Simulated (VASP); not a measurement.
# H6C2O in VASP: further runs

The runs below take H6C2O through single point, relaxation of the atoms, with PBEsol.

All numbers are computed with VASP 6.6.1; they aren't measurements. Logs are shortened: lines on timing, memory, paths and dates and some standing lists are left out, and cuts for length are marked.

## Step 1: The cell of the first run

The cell holds an amorphous packing of atoms, 36 atoms: a = 6.771 Å, b = 6.771 Å, c = 6.771 Å, α = 90.00°, β = 90.00°, γ = 90.00°.

## Step 2: Single point, PBEsol

Contents of INCAR:

```
SYSTEM = H6C2O
ALGO = Normal
EDIFF = 1E-6
ENCUT = 520
GGA = PS
ISIF = 2
ISMEAR = -1
LASPH = .True.
LCHARG = .False.
LREAL = Auto
LWAVE = .False.
NBANDS = 64
NELM = 60
PREC = Accurate
SIGMA = 0.02
```

Contents of KPOINTS:

```
k-points
0
Gamma
  1 1 1
  0 0 0
```

Contents of POSCAR:

```
H6C2O
1.0
    6.7708090000      0.0000000000      0.0000000000
    0.0000000000      6.7708090000      0.0000000000
    0.0000000000      0.0000000000      6.7708090000
C O H
8 4 24
Direct
    0.3786992071      0.5491219735      0.8569433874
    0.5006196453      0.6967557348      0.7455829872
    0.6288908755      0.3182189898      0.3130202019
    0.4623376616      0.1724018504      0.3213943858
    0.0892064744      0.1022034442      0.7653147504
   -0.0421515361      0.2388931662      0.8727317518
    0.1230872116      0.8168595511      0.2524070610
    0.0172209850      0.6409869190      0.3367839796
    0.6857378491      0.7544593268      0.8516264452
    0.4881839083      0.0448100072      0.1555796361
   -0.1250958342      0.3665293172      0.7332801738
    0.0800790570      0.6395986063      0.5371588535
    0.6378115230      0.8868954951      0.8788905432
    0.5525927552      0.6618854556      0.5838888676
    0.4086513148      0.8253075814      0.7169601151
    0.2295294403      0.5460204239      0.8411550230
    0.4445849824      0.4039694518      0.8411254844
    0.4071891557      0.5860008752      1.0154030338
    0.3901010943     -0.0530512676      0.1547082483
    0.4765752512      0.0773172009      0.4602404233
    0.3171851399      0.2612686313      0.3160922129
    0.6286397977      0.3963189628      0.4504040802
    0.7737184729      0.2532489101      0.2954152155
    0.6155394429      0.4247646035      0.1888843711
   -0.1785606417      0.4711106162      0.8048373540
   -0.1735095466      0.1651501320      0.9597523723
    0.0421663054      0.3128577397      0.9934558780
    0.1658738269      0.0011372349      0.8650517242
    0.0026141632      0.0007236949      0.6615014543
    0.1939059276      0.1983514821      0.6859446190
    0.0189785297      0.5271305098      0.6114483513
   -0.1538368606      0.6459346291      0.3037303223
    0.0519878791      0.5026725758      0.2669695748
    0.1286995394      0.7833480460      0.0752642705
    0.0815264468      0.9659111636      0.3030066274
    0.2629227911      0.7837763552      0.3011604669
```

Potentials or basis: VASP PAW PBE potentials, release 64 (C, O, H).

Command:

```console
$ cat potpaw_PBE.64/C/POTCAR potpaw_PBE.64/O/POTCAR potpaw_PBE.64/H/POTCAR > POTCAR
$ mpirun -np 1 vasp_gam > vasp.out
```

OUTCAR:

```text
SYSTEM = H6C2O
   EDIFF = 1E-6
   ENCUT = 520
   GGA = PS
   ISIF = 2
   ISMEAR = -1
   LASPH = .True.
   LREAL = Auto
   NELM = 60
   PREC = Accurate

 ion  position               nearest neighbor table
   1  0.379  0.549  0.857-  16 1.02  17 1.08  18 1.12   2 1.50
   2  0.501  0.697  0.746-  15 1.09  14 1.17   9 1.50   1 1.50
   3  0.629  0.318  0.313-  22 1.07  23 1.08  24 1.11   4 1.50
   4  0.462  0.172  0.321-  20 1.14  21 1.15  10 1.43   3 1.50
   5  0.089  0.102  0.765-  28 1.09  30 1.10  29 1.14   6 1.48
   6  0.958  0.239  0.873-  27 1.12  26 1.18  11 1.40   5 1.48
   7  0.123  0.817  0.252-  36 1.03  35 1.10  34 1.22   8 1.50
   8  0.017  0.641  0.337-  33 1.08  32 1.18  12 1.42   7 1.50
   9  0.686  0.754  0.852-  13 0.97   2 1.50
  10  0.488  0.045  0.156-  19 0.94   4 1.43
  11  0.875  0.367  0.733-  25 0.93   6 1.40
  12  0.080  0.640  0.537-  31 1.00   8 1.42
  13  0.638  0.887  0.879-   9 0.97
  14  0.553  0.662  0.584-   2 1.17
  15  0.409  0.825  0.717-   2 1.09
  16  0.230  0.546  0.841-   1 1.02
  17  0.445  0.404  0.841-   1 1.08
  18  0.407  0.586  0.015-   1 1.12
[... 16 lines left out ...]
  35  0.082  0.966  0.303-   7 1.10
  36  0.263  0.784  0.301-   7 1.03

  LATTYP: Found a simple cubic cell.
 ALAT       =     6.7708090000

  Lattice vectors:

 A1 = (   6.7708090000,   0.0000000000,   0.0000000000)
 A2 = (   0.0000000000,   6.7708090000,   0.0000000000)
 A3 = (   0.0000000000,   0.0000000000,   6.7708090000)

Analysis of symmetry for initial positions (statically):
=====================================================================
 Subroutine PRICEL returns:
 Original cell was already a primitive cell.

 Routine SETGRP: Setting up the symmetry group for a
 simple cubic supercell.

 Subroutine GETGRP returns: Found  1 space group operations
 (whereof  1 operations were pure point group operations)
 out of a pool of 48 trial point group operations.

The static configuration has the point symmetry C_1 .

Analysis of symmetry for dynamics (positions and initial velocities):
=====================================================================
 Subroutine PRICEL returns:
 Original cell was already a primitive cell.

 Routine SETGRP: Setting up the symmetry group for a
 simple cubic supercell.

 Subroutine GETGRP returns: Found  1 space group operations
 (whereof  1 operations were pure point group operations)
 out of a pool of 48 trial point group operations.

The dynamic configuration has the point symmetry C_1 .

 Subroutine INISYM returns: Found  1 space group operations
 (whereof  1 operations are pure point group operations),
 and found     1 'primitive' translations

----------------------------------------------------------------------------------------

                                     Primitive cell

  volume of cell :     310.4000

  direct lattice vectors                    reciprocal lattice vectors
     6.770809000  0.000000000  0.000000000     0.147692838  0.000000000  0.000000000
     0.000000000  6.770809000  0.000000000     0.000000000  0.147692838  0.000000000
     0.000000000  0.000000000  6.770809000     0.000000000  0.000000000  0.147692838

  length of vectors
     6.770809000  6.770809000  6.770809000     0.147692838  0.147692838  0.147692838

  position of ions in fractional coordinates (direct lattice)
     0.378699207  0.549121974  0.856943387
     0.500619645  0.696755735  0.745582987
     0.628890875  0.318218990  0.313020202
     0.462337662  0.172401850  0.321394386
     0.089206474  0.102203444  0.765314750
     0.957848464  0.238893166  0.872731752
[... 28 lines left out ...]
     0.081526447  0.965911164  0.303006627
     0.262922791  0.783776355  0.301160467

  ion indices of the primitive-cell ions
   primitive index   ion index
                 1           1
                 2           2
                 3           3
                 4           4
                 5           5
                 6           6
[... 28 lines left out ...]
                35          35
                36          36

----------------------------------------------------------------------------------------

 KPOINTS: k-points

Automatic generation of k-mesh.
 Grid dimensions read from file:
 generate k-points for:    1    1    1

 Generating k-lattice:

  Cartesian coordinates                     Fractional coordinates (reciprocal lattice)
     0.147692838  0.000000000  0.000000000     1.000000000  0.000000000  0.000000000
     0.000000000  0.147692838  0.000000000     0.000000000  1.000000000  0.000000000
     0.000000000  0.000000000  0.147692838     0.000000000  0.000000000  1.000000000

  Length of vectors
     0.147692838  0.147692838  0.147692838

  Shift w.r.t. Gamma in fractional coordinates (k-lattice)
     0.000000000  0.000000000  0.000000000

 Subroutine IBZKPT returns following result:
 ===========================================

 Found      1 irreducible k-points:

 Following reciprocal coordinates:
            Coordinates               Weight
  0.000000  0.000000  0.000000      1.000000
   k-points           NKPTS =      1   k-points in BZ     NKDIM =      1   number of bands    NBANDS=     64
   number of dos      NEDOS =    301   number of ions     NIONS =     36
   total plane-waves  NPLWV = 125000
   dimension x,y,z NGX =    50 NGY =   50 NGZ =   50
   dimension x,y,z NGXF=   100 NGYF=  100 NGZF=  100
   ions per type =               8   4  24
   NGX,Y,Z   is equivalent  to a cutoff of  12.28, 12.28, 12.28 a.u.
   NGXF,Y,Z  is equivalent  to a cutoff of  24.55, 24.55, 24.55 a.u.
 SYSTEM =  H6C2O
   PREC   = accura    normal or accurate (medium, high low for compatibility)
   ISTART =      0    job   : 0-new  1-cont  2-samecut
   ICHARG =      2    charge: 1-file 2-atom 10-const
   ISPIN  =      1    spin polarized calculation?
   LNONCOLLINEAR =      F non collinear calculations
   LSORBIT =      F    spin-orbit coupling
   LASPH  =      T    aspherical Exc in radial PAW
   ENCUT  =  520.0 eV  38.22 Ry    6.18 a.u.  12.59 12.59 12.59*2*pi/ulx,y,z
   NELM   =     60;   NELMIN=  2; NELMDL= -5     # of ELM steps
   EDIFF  = 0.1E-05   stopping-criterion for ELM
   LREAL  =      T    real-space projection
   EDIFFG = 0.1E-04   stopping-criterion for IOM
   NSW    =      0    number of steps for IOM
   IBRION =     -1    ionic relax: 0-MD 1-quasi-New 2-CG
   NFREE  =      0    steps in history (QN), initial steepest desc. (CG)
   ISIF   =      2    stress and relaxation
   ISYM   =      2    0-nonsym 1-usesym 2-fastsym
   POTIM  = 0.5000    time-step for ionic-motion
   TEBEG  =    0.0;   TEEND  =   0.0 temperature during run
   PSTRESS=    0.0 pullay stress
   NELECT =      80.0000    total number of electrons
   NUPDOWN=      -1.0000    fix difference up-down
   EMIN   =  10.00;   EMAX   =-10.00  energy-range for DOS
   EFERMI =   0.00;   METHOD = LEGACY
   ISMEAR =    -1;   SIGMA  =   0.02  broadening in eV -4-tet -1-fermi 0-gaus
   EFERMI_NEDOS =   21; number of points for ismear=-14 and -15
   IALGO  =     38    algorithm
   IMIX   =      4    mixing-type and parameters
     AMIX     =   0.40;   BMIX     =  1.00
     AMIX_MAG =   1.60;   BMIX_MAG =  1.00
  volume/ion in A,a.u.               =       8.62        58.19
  Fermi-wavevector in a.u.,A,eV,Ry     =   1.041832  1.968777 14.767946  1.085413
  Thomas-Fermi vector in A             =   2.176470
   LORBIT       =      0    0 simple, 1 ext, 2 COOP (PROOUT), +10 PAW based schemes
   GGA     = PS    functional components
   LHFCALC =     F    Hartree Fock is set to
   AEXX    =    0.0000 exact exchange contribution
   IVDW    =     0    specifies the selected vdW correction
   LEPSILON=     F    determine dielectric tensor
   LRPA    =     F    only Hartree local field effects (RPA)
 non-spin polarized calculation
  energy-cutoff  :      520.00
  volume of cell :      310.40
 maximum number of plane-waves:      4193
 NGX is ok and might be reduce to    50
   NGX = 25   NGY = 25   NGZ = 25

 number of electron      80.0000018 magnetization

 Free energy of the ion-electron system (eV)
  ---------------------------------------------------
  ext. energy  EPLUGINS =         0.00000000
  ---------------------------------------------------
  free energy    TOTEN  =      -188.19220619 eV

  energy without entropy =     -188.19220619  energy(sigma->0) =     -188.19220619

 E-fermi :  -1.2991     XC(G=0):  -7.5799

 val. band max:       -1.8765376621   @ k =   0.0000   0.0000   0.0000
 cond. band min:       2.9766075998   @ k =   0.0000   0.0000   0.0000
 fundamental gap:      4.8531452619
 Fermi energy:        -1.2991418993

 k-point     1 :       0.0000    0.0000    0.0000
  band No.  band energies     occupation
      1     -22.6958      2.00000
      2     -21.8006      2.00000
      3     -21.3631      2.00000
      4     -20.9920      2.00000
      5     -14.9399      2.00000
      6     -14.8281      2.00000
[... 44 lines left out ...]
     51       6.1577      0.00000
     52       6.3262      0.00000
 [bands above 52 left out]

------------------------ aborting loop because EDIFF is reached ----------------------------------------

  FORCE on cell =-STRESS in cart. coord.  units (eV):
  Direction    XX          YY          ZZ          XY          YZ          ZX
  --------------------------------------------------------------------------------------
  -------------------------------------------------------------------------------------
  Total        4.6602796      7.0476293     -2.1811884     -1.5472336      0.5491035     -0.0514677
  in kB       24.0547510     36.3774243    -11.2585400     -7.9862844      2.8342821     -0.2656586
  external PRESSURE =      16.3912118 kB  Pullay stress =       0.0000000 kB

 VOLUME and BASIS-vectors are now :
 -----------------------------------------------------------------------------
  energy-cutoff  :      520.00
  volume of cell :      310.40
      direct lattice vectors                 reciprocal lattice vectors
     6.770809000  0.000000000  0.000000000     0.147692838  0.000000000  0.000000000
     0.000000000  6.770809000  0.000000000     0.000000000  0.147692838  0.000000000
     0.000000000  0.000000000  6.770809000     0.000000000  0.000000000  0.147692838

 POSITION                                       TOTAL-FORCE (eV/Angst)
 -----------------------------------------------------------------------------------
      2.56410      3.71800      5.80220         4.120052      0.020512      1.569373
      3.38960      4.71760      5.04820         1.098706      0.056939     -2.082588
      4.25810      2.15460      2.11940        -0.386180      0.387634     -0.707777
      3.13040      1.16730      2.17610         0.139693     -0.277646     -0.036698
      0.60400      0.69200      5.18180        -0.541158     -1.202511     -0.955583
      6.48541      1.61750      5.90910        -1.481726     -1.378197      2.151458
[... 28 lines left out ...]
      0.55200      6.54000      2.05160        -0.405873     -0.227307     -0.291597
      1.78020      5.30680      2.03910         3.018663     -0.174800      0.905856
 -----------------------------------------------------------------------------------
    total drift:                                0.011772     -0.003712     -0.021231

  FREE ENERGIE OF THE ION-ELECTRON SYSTEM (eV)
  ---------------------------------------------------
  free  energy   TOTEN  =      -188.1922061852 eV

  energy  without entropy=     -188.1922061852  energy(sigma->0) =     -188.19220619
```

It used 45 s of CPU time on 1 thread of Intel Xeon 6975P-C, on a shared host.

What came out:

| Quantity | Value |
| --- | --- |
| Free energy | -188.1922 eV |
| Pressure | 1.6 GPa |
| Largest force | 4.472 eV/Å |
| Band gap on the k mesh | 4.85 eV |

Forces in eV/Å, atoms in the order of the input:
```
C    4.120  0.021  1.569
C    1.099  0.057 -2.083
C   -0.386  0.388 -0.708
C    0.140 -0.278 -0.037
C   -0.541 -1.203 -0.956
C   -1.482 -1.378  2.151
C   -1.778 -1.243 -3.911
C   -2.249  1.043  0.749
O   -1.913 -0.445 -0.829
O    1.295  1.579 -0.369
O    0.850 -0.790 -1.353
O   -0.562 -0.384  0.080
H    0.931  0.556  0.883
H   -0.662 -0.373  1.636
H   -0.134  0.749  0.212
H   -3.056  0.135 -0.926
H   -0.066 -0.766 -0.087
H   -0.151 -0.071 -0.216
H   -1.582 -1.457  0.102
H   -0.428  0.786 -0.591
H    0.748 -0.916  0.169
H    0.161  0.765  0.825
H    0.494 -0.652  0.111
H   -0.240 -0.200  0.273
H   -1.418  2.393  1.200
H    1.339  0.289 -0.892
H   -0.046  0.352 -0.361
H    0.253  0.079  0.160
H    0.668  0.877  0.528
H    0.176 -0.428 -0.191
H   -0.082  0.128 -0.398
H    1.387  0.364  0.925
H    0.814 -0.792 -0.705
H   -0.313  1.219  2.423
H   -0.406 -0.227 -0.292
H    3.019 -0.175  0.906
```

Stress tensor (GPa, compression positive):
```
 2.41 -0.80 -0.03
-0.80  3.64  0.28
-0.03  0.28 -1.13
```

Caveat: the k points lie up to 0.93 Å⁻¹ apart; the PAW data sets were made with another functional, which shifts forces and pressure a little.

## Step 3: Single point, PBEsol

Contents of INCAR:

```
SYSTEM = H6C2O
PREC = Accurate
ENCUT = 520
EDIFF = 1E-6
ISMEAR = -1
SIGMA = 0.02
LREAL = Auto
LASPH = .TRUE.
NELM = 60
ALGO = Normal
ISIF = 2
LWAVE = .FALSE.
LCHARG = .TRUE.
GGA = PS
LELF = .TRUE.
LVHAR = .TRUE.
NBANDS = 64
```

Contents of KPOINTS:

```
regular mesh
0
G
  1 1 1
  0 0 0
```

Contents of POSCAR:

```
H6C2O
1.0
    6.7708090000      0.0000000000      0.0000000000
    0.0000000000      6.7708090000      0.0000000000
    0.0000000000      0.0000000000      6.7708090000
C O H
8 4 24
Direct
    0.4151793382      0.5470099659      0.8285125160
    0.5155661606      0.7252752219      0.7376075739
    0.6560958964      0.2790508490      0.3475655568
    0.4758072484      0.1327167847      0.3312011903
    0.1183315022      0.1114490159      0.7551387139
   -0.0482955582      0.2038161171      0.8639440280
    0.0826784510      0.7939671611      0.2153066199
    0.0200714567      0.6089523423      0.3384824472
    0.6861513890      0.7850169751      0.8436362627
    0.5373065464      0.0145772832      0.1515476216
   -0.1394958859      0.3724665694      0.7647535176
    0.0482069425      0.6397019913      0.5390197833
    0.6505278764      0.8497359769      0.9610373000
    0.5607453998      0.6972431212      0.5835048663
    0.4127571757      0.8660264970      0.7311238583
    0.2773523814      0.5227292632      0.7575461071
    0.4848608194      0.4069823857      0.7861689792
    0.4021675992      0.5440413398      0.9936774173
    0.4136137942     -0.0469810919      0.1073726936
    0.4628250479      0.0238819320      0.4420594348
    0.3446264693      0.2161189305      0.3264454809
    0.6297770326      0.4124027129      0.4463720657
    0.7876163690      0.1951613168      0.4090943933
    0.7093687032      0.3279224093      0.2006554904
   -0.2213767956      0.4571979508      0.8670455776
   -0.1763600184      0.1092483926      0.8887711941
    0.0062474071      0.2449633419      1.0173525793
    0.2268118921      0.0536420389      0.8610344790
    0.0436580031     -0.0168222143      0.6907594056
    0.2005668747      0.1746615508      0.6330558136
   -0.0348259713      0.5556943048      0.6224366985
   -0.1478553006      0.5916427417      0.3268737901
    0.0874932375      0.4841666631      0.2591566237
    0.0450020079      0.7871880598      0.0587669804
   -0.0195988397      0.9100094243      0.2680772711
    0.2361017716      0.8152496991      0.2304008280
```

Potentials or basis: VASP PAW PBE potentials, release 64 (C, O, H).

Command:

```console
$ cat potpaw_PBE.64/C/POTCAR potpaw_PBE.64/O/POTCAR potpaw_PBE.64/H/POTCAR > POTCAR
$ mpirun -np 1 vasp_gam > vasp.out
```

It used 50 s of CPU time on 1 thread of Intel Xeon 6975P-C, with other jobs on the host.

The run converged. Its results:

| Item | Value |
| --- | --- |
| Free energy | -188.1787 eV |
| Pressure | 0.2 GPa |
| Largest force | 4.689 eV/Å |
| Band gap on the k mesh | 4.55 eV |

Forces on the atoms (eV/Å):
```
C    0.704 -0.261  0.325
C   -1.061  1.689  0.722
C    0.036 -0.900  1.176
C    4.218  0.518 -1.980
C   -0.627 -1.752 -0.317
C   -0.579  2.273  1.515
C   -2.723 -0.724  0.816
C   -2.286  1.126 -1.310
O    1.324 -1.566 -2.005
O   -1.627  0.763  0.673
O   -0.618  1.538  1.784
O    1.685  0.613 -0.009
H   -0.608  1.069  1.960
H    0.053 -0.092 -0.011
H    0.653 -1.657 -0.050
H   -1.587  0.298 -0.270
H    0.801 -0.118  0.097
H   -0.036  0.398 -0.600
H    0.070 -0.039 -0.058
H    0.100 -0.709  1.554
H   -1.733  0.652 -0.940
H    0.062 -0.982 -0.592
H   -0.776  0.568 -0.116
H   -0.648 -0.018  0.128
H    1.475 -1.379 -1.745
H    0.166 -0.870  0.007
H   -0.393  0.230 -0.727
H    0.061  0.048  0.040
H    0.553 -0.621 -0.393
H   -0.124  1.032 -0.050
H   -0.288 -0.765  0.172
H    1.027  0.016 -0.727
H    0.408 -0.790  0.620
H    0.000 -0.648 -0.384
H    0.810  0.491  0.228
H    1.507  0.569  0.468
```

Stress tensor (GPa, compression positive):
```
 0.74  0.73  2.00
 0.73 -0.13  0.19
 2.00  0.19 -0.02
```

Levels at points of the mesh, in eV from the valence-band top:
| k point | band 37 | band 38 | band 39 | band 40 | band 41 | band 42 | band 43 | band 44 |
| --- | --- | --- | --- | --- | --- | --- | --- | --- |
| (0.00, 0.00, 0.00) | -1.16 | -0.71 | -0.41 | 0.00 | 4.55 | 5.72 | 5.87 | 6.20 |

Caveat: the k points lie up to 0.93 Å⁻¹ apart; the PAW data sets were made with another functional, which shifts forces and pressure a little.

(Continued in part 2 of 2.)
